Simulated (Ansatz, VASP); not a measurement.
# Mo: VASP beside Ansatz

File INCAR:

```
ALGO = Fast ; EDIFF = 1E-6
ENCUT = 520 ; GGA = PS
ISIF = 2 ; ISMEAR = 0
LASPH = True ; LCHARG = True
LELF = True ; LREAL = False
LVHAR = True ; LWAVE = False
NBANDS = 13 ; NELM = 100
PREC = Accurate ; SIGMA = 0.15
```

Contents of KPOINTS:

```
k-points
0
Gamma
  24 24 24
```

POSCAR

```
Mo
1.0
    2.7423354202      0.0000000000      0.0411350313
   -1.3711677101      2.3749321396     -0.0205675157
    0.0373810661      0.0000000000      2.4920710759
Mo
1
Direct
    0.0000000000      0.0000000000      0.5000000000
```

Input for Ansatz:

```yaml
crystal:
  lattice:
    - [2.7423354202, 0.0, 0.0411350313]
    - [-1.3711677101, 2.3749321396, -0.0205675157]
    - [0.0373810661, 0.0, 2.4920710759]
  atoms:
    - { symbol: Mo, position: [0.0, 0.0, 0.5] }
basis:
  ecutwfc: 420
kpoints:
  mp_grid: { grid: [24, 24, 24] }
hamiltonian:
  xc: pbesol
scf:
  occupations: { method: gaussian, width: 0.15 }
output:
  forces: true
  stress: true
  eigenvalues: true
```

Change from the starting cell: strain +0.0300 x Voigt [0, 0, 0, 0, 1, 0], atoms carried along.

Alike in both runs: task single point; functional PBEsol; k mesh 24 × 24 × 24; occupations gaussian, width 0.15 eV; no spin polarisation.

```csv
,VASP,Ansatz
version,VASP 6.6.1,Ansatz 0.2.0
potentials or method,"VASP PAW PBE potentials, release 64 (Mo_sv), cutoff 520 eV","scalar-relativistic, plane waves, PAW"
valence electrons in the cell,14,14
```

VASP gave:

```
gap on the k mesh at the Fermi level (eV)                     : none
pressure (GPa)                                                : 0.7
traceless stress, the component that is largest in VASP (GPa) : 2.72
```

Problem. Estimate Ansatz's values.

Solution. gap on the k mesh at the Fermi level (eV): none; pressure (GPa): 0.1; traceless stress, the component that is largest in VASP (GPa): 2.72.

VASP's potentials were made for PBE, not for PBEsol. A gap of «none» marks a metal or a gap that the smearing closes. With one functional, cell and mesh, what is left measures potentials, basis and numerics.
